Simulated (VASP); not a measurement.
Wanted: the native input for a VASP 6.6.1 run.

```yaml
Task: single point
Functional: PBE
Potentials_or_basis: VASP PAW PBE potentials, release 64 (Si, O)
Cutoff: 520 eV
k_mesh: 2 × 2 × 2, shifted
Occupations: gaussian, width 0.01 eV
Spin: no spin polarisation
Dipole_correction: no
Further_INCAR_settings: LREAL = Auto; ALGO = Normal; EDIFF = 1e-06; NBANDS = 158
```

The structure of SiO2 lies in POSCAR:

```
SiO2
1.0
    5.2865229236      0.0000000000     -8.9434898815
    5.2865229236      0.0000000000      8.9434898815
   -5.2865229236     -9.6504593367      0.0000000000
Si O
16 32
Direct
    0.2847437046      0.6299522480      0.4146959525
    0.5347437046      0.3799522480      0.9146959525
    0.7847437046      0.1299522480      0.4146959525
    0.0347437046      0.8799522480      0.9146959525
    0.3799522480      0.0347437046      0.9146959525
    0.6299522480      0.7847437046      0.4146959525
    0.8799522480      0.5347437046      0.9146959525
    0.1299522480      0.2847437046      0.4146959525
    0.9652562954      0.1200477520      0.0853040475
    0.2152562954      0.8700477520      0.5853040475
    0.4652562954      0.6200477520      0.0853040475
    0.7152562954      0.3700477520      0.5853040475
    0.8700477520      0.7152562954      0.5853040475
    0.1200477520      0.4652562954      0.0853040475
    0.3700477520      0.2152562954      0.5853040475
    0.6200477520      0.9652562954      0.0853040475
    0.9333525088      0.8166474912      0.7500000000
    0.1833525088      0.5666474912      0.2500000000
    0.4333525088      0.3166474912      0.7500000000
    0.6833525088      0.0666474912      0.2500000000
    0.3166474912      0.9333525088      0.7500000000
    0.5666474912      0.6833525088      0.2500000000
    0.8166474912      0.4333525088      0.7500000000
    0.0666474912      0.1833525088      0.2500000000
    0.4782527537      0.2282527537      0.9565055073
    0.7282527537      0.9782527537      0.4565055073
    0.9782527537      0.7282527537      0.9565055073
    0.2282527537      0.4782527537      0.4565055073
    0.7717472463      0.0217472463      0.0434944927
    0.0217472463      0.7717472463      0.5434944927
    0.2717472463      0.5217472463      0.0434944927
    0.5217472463      0.2717472463      0.5434944927
    0.7717472463      0.5217472463      0.5434944927
    0.0217472463      0.2717472463      0.0434944927
    0.2717472463      0.0217472463      0.5434944927
    0.5217472463      0.7717472463      0.0434944927
    0.4782527537      0.7282527537      0.4565055073
    0.7282527537      0.4782527537      0.9565055073
    0.9782527537      0.2282527537      0.4565055073
    0.2282527537      0.9782527537      0.9565055073
    0.7500000000      0.2500000000      0.5000000000
    1.0000000000      0.0000000000      1.0000000000
    0.2500000000      0.7500000000      0.5000000000
    0.5000000000      0.5000000000      0.0000000000
    0.5000000000      1.0000000000      1.0000000000
    0.7500000000      0.7500000000      0.5000000000
    1.0000000000      0.5000000000      1.0000000000
    0.2500000000      0.2500000000      0.5000000000
```

These files were run (other wordings do the same):

INCAR

```
PREC = Accurate
ENCUT = 520
EDIFF = 1E-6
ISMEAR = 0
SIGMA = 0.01
LREAL = Auto
LASPH = True
NELM = 100
ALGO = Normal
ISIF = 2
LWAVE = False
LCHARG = True
GGA = PE
LELF = True
LVHAR = True
NBANDS = 158
```

KPOINTS

```
Automatic mesh
0
Gamma
  2 2 2
  0.5 0.5 0.5
```

Potentials or basis: VASP PAW PBE potentials, release 64 (Si, O).

Run with:

```console
$ cat potpaw_PBE.64/Si/POTCAR potpaw_PBE.64/O/POTCAR > POTCAR
$ mpirun -np 1 vasp_std > vasp.out
```

Results of the run:

| Item | Value |
| --- | --- |
| Pressure | 0.1 GPa |
| Largest force | 0.046 eV/Å |
| Band gap on the k mesh | 5.77 eV |

Caveat: a shifted mesh leaves out Γ, where band edges can lie.

Run time: 18 min on 1 thread of Oxide Virtual Turin-like Processor, with other jobs on the host, peak memory 1.1 GiB.
